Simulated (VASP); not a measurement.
Set up this calculation in VASP 6.6.1, as the native input.

```
Task                   : single point
Functional             : PBE
Potentials or basis    : VASP PAW PBE potentials, release 64 (Si, C)
Cutoff                 : 520 eV
k mesh                 : 2 × 2 × 2, shifted
Occupations            : gaussian, width 0.02 eV
Spin                   : no spin polarisation
Dipole correction      : no
Further INCAR settings : LREAL = Auto; ALGO = Normal; EDIFF = 1e-06; NBANDS = 88
```

The structure of Si32C (a cell with a defect) lies in POSCAR:

```
Si32C
1.0
   -5.4700936587      5.4700936587     -5.4700936587
    5.4700936587      5.4700936587      5.4700936587
    5.4700936587     -5.4700936587     -5.4700936587
Si C
32 1
Direct
    0.2422113007      0.2487156683      0.7454659380
   -0.0025203408      0.4985990497      0.7541962272
    0.4849448959      0.2382632879      0.4823466772
    0.7428500778      0.7539060128      0.7442671468
    0.2498344791      0.5019021010      0.5000068867
    0.5179622465      0.0288678787      0.7668938160
    0.0072017048      0.7568972779      0.5202166869
    0.7522357489      0.2496729645      0.2574126858
    0.5061653735      0.5020447859      0.2515192766
    0.7489761155      0.0020821399      0.4993901696
    0.0094151039      0.2412979708      0.0029445565
    0.2559603340      0.7501047982      0.2563287921
   -0.0100184756     -0.0201588870      0.2439088036
    0.7045237688      0.4971658933     -0.0572423471
    0.4926395539      0.7554186012     -0.0018632222
    0.2494938085     -0.0011561959     -0.0008065675
    0.2405944180      0.2430865142      0.4931602946
    0.0016508858      0.5008179331      0.5071901275
    0.4978922062      0.2472162424      0.2433095451
    0.7517974566      0.7555621088      0.5006102584
    0.2551264360      0.4979054601      0.2502447098
    0.5025837164      0.0027015991      0.5028615910
    0.0113058393      0.7369180953      0.2700242614
    0.7899920494      0.2800757346      0.0351542427
    0.4837835813      0.5032487873     -0.0053367459
    0.7474215717     -0.0031720663      0.2490067968
   -0.0043612599      0.2475139521      0.7512597144
    0.2447363032      0.7508593557      0.0032744412
   -0.0016354382     -0.0112779605     -0.0010722851
    0.7342124743      0.4941921782      0.7127301182
    0.4989087336      0.7620739717      0.7526184663
    0.2586753698      0.0098082416      0.7587808837
   -0.1153194149      0.5095126654      0.0946718708
```

These files were run (other wordings do the same):

INCAR

```
SYSTEM = Si32C
ALGO     = Normal         ! electronic algorithm
EDIFF    = 1E-6           ! SCF threshold, eV
ENCUT    = 520            ! plane-wave cutoff, eV
GGA      = PE             ! functional
ISIF     = 2              ! what is computed and relaxed
ISMEAR   = 0              ! smearing method
LASPH    = .TRUE.         ! aspherical terms in the spheres
LCHARG   = .FALSE.        ! write CHGCAR
LREAL    = Auto         
LWAVE    = .FALSE.        ! write WAVECAR
NBANDS   = 88             ! bands
NELM     = 80             ! most SCF steps
PREC     = Accurate       ! precision mode
SIGMA    = 0.02           ! smearing width, eV
```

KPOINTS

```
Automatic mesh
0
Gamma
  2 2 2
  0.5 0.5 0.5
```

Potentials or basis: VASP PAW PBE potentials, release 64 (Si, C).

The run is started by

```sh
$ cat potpaw_PBE.64/Si/POTCAR potpaw_PBE.64/C/POTCAR > POTCAR
$ mpirun -np 1 vasp_std > vasp.out
```

It gave:

```yaml
Pressure: 0.9 GPa
Largest_force: 0.304 eV/Å
Band_gap_on_the_k_mesh: 0.38 eV
```

Wall time 4.6 min on 1 thread of Intel(R) Xeon(R) 6975P-C (Granite Rapids), on a shared host, peak memory 0.72 GiB.
